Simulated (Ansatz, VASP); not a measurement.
## Ge: VASP beside Ansatz

INCAR

```
PREC = Accurate
ENCUT = 520
EDIFF = 1E-7
ISMEAR = 0
SIGMA = 0.1
LREAL = False
LASPH = True
NELM = 100
ALGO = Normal
ISIF = 2
LWAVE = False
LCHARG = False
GGA = PS
NBANDS = 66
```

The input KPOINTS:

```
Automatic mesh
0
Gamma
  4 4 4
```

POSCAR

```
Ge
1.0
    4.3368194800     -2.9986126800      0.0000000000
    4.3368194800      2.9986126800      0.0000000000
    0.0000000000      0.0000000000      5.7504647400
Ge
8
Direct
    0.2920063500      0.2920063500      0.5000000000
    0.7920063500      0.7920063500      0.0000000000
    0.7079936500      0.7079936500      0.5000000000
    0.2079936500      0.2079936500      0.0000000000
    0.6675954000      0.3324046000      0.8420026300
    0.3324046000      0.6675954000      0.1579973700
    0.8324046000      0.1675954000      0.3420026300
    0.1675954000      0.8324046000      0.6579973700
```

Input for Ansatz:

```yaml
crystal:
  lattice:
    - [4.33681948, -2.99861268, 0.0]
    - [4.33681948, 2.99861268, 0.0]
    - [0.0, 0.0, 5.75046474]
  atoms:
    - { symbol: Ge, position: [0.29200635, 0.29200635, 0.5] }
    - { symbol: Ge, position: [0.79200635, 0.79200635, 0.0] }
    - { symbol: Ge, position: [0.70799365, 0.70799365, 0.5] }
    - { symbol: Ge, position: [0.20799365, 0.20799365, 0.0] }
    - { symbol: Ge, position: [0.6675954, 0.3324046, 0.84200263] }
    - { symbol: Ge, position: [0.3324046, 0.6675954, 0.15799737] }
    - { symbol: Ge, position: [0.8324046, 0.1675954, 0.34200263] }
    - { symbol: Ge, position: [0.1675954, 0.8324046, 0.65799737] }
basis:
  ecutwfc: 420
kpoints:
  mp_grid: { grid: [4, 4, 4] }
hamiltonian:
  xc: pbesol
scf:
  occupations: { method: gaussian, width: 0.1 }
output:
  forces: true
  stress: true
  eigenvalues: true
```

Alike in both runs: task single point; functional PBEsol; k mesh 4 × 4 × 4; occupations gaussian, width 0.1 eV; no spin polarisation.

```csv
,VASP,Ansatz
version,VASP 6.6.1,Ansatz 0.2.0
potentials or method,"VASP PAW PBE potentials, release 64 (Ge_d), cutoff 520 eV","scalar-relativistic, plane waves, PAW"
valence electrons in the cell,112,112
```

```csv
,VASP,Ansatz,Ansatz less VASP
gap on the k mesh at the Fermi level (eV),none,none,-
pressure (GPa),-0.2,-0.2,-0.03
"traceless stress, the component that is largest in VASP (GPa)",2.45,2.45,-0.005
rms of the force components (eV/Å),0.061,0.061,-0.0001
```

VASP's potentials were made for PBE, not for PBEsol. Atom by atom the forces differ by 0.000 eV/Å (rms over components). A gap of «none» marks a metal or a gap that the smearing closes.
